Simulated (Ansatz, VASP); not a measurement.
**Si in VASP and in Ansatz**

```
CELL_PARAMETERS angstrom
3.84386 0.00000 0.00000
-1.92193 3.32888 0.00000
0.00000 0.00000 6.31268
ATOMIC_POSITIONS crystal
Si 0.33333 0.66667 0.99956
Si 0.66667 0.33333 0.49956
Si 0.33333 0.66667 0.37444
Si 0.66667 0.33333 0.87444
```

Change from the starting cell: strained cell.

Alike in both runs: task relaxation of the atoms; functional PBEsol; k mesh 9 × 9 × 6; occupations gaussian, width 0.01 eV; no spin polarisation.

|  | VASP | Ansatz |
| --- | --- | --- |
| version | VASP 6.6.1 | Ansatz 0.2.0 |
| potentials or method | VASP PAW PBE potentials, release 64 (Si), cutoff 520 eV | scalar-relativistic, plane waves, PAW |
| valence electrons in the cell | 16 | 16 |

|  | VASP | Ansatz | Ansatz less VASP |
| --- | --- | --- | --- |
| gap on the k mesh at the Fermi level, each at its own relaxed structure (eV) | 0.33 | 0.33 | +0.007 |

VASP's potentials were made for PBE, not for PBEsol, and Ansatz warns of the same on its side. Ansatz's warnings: stress scf threshold loose.
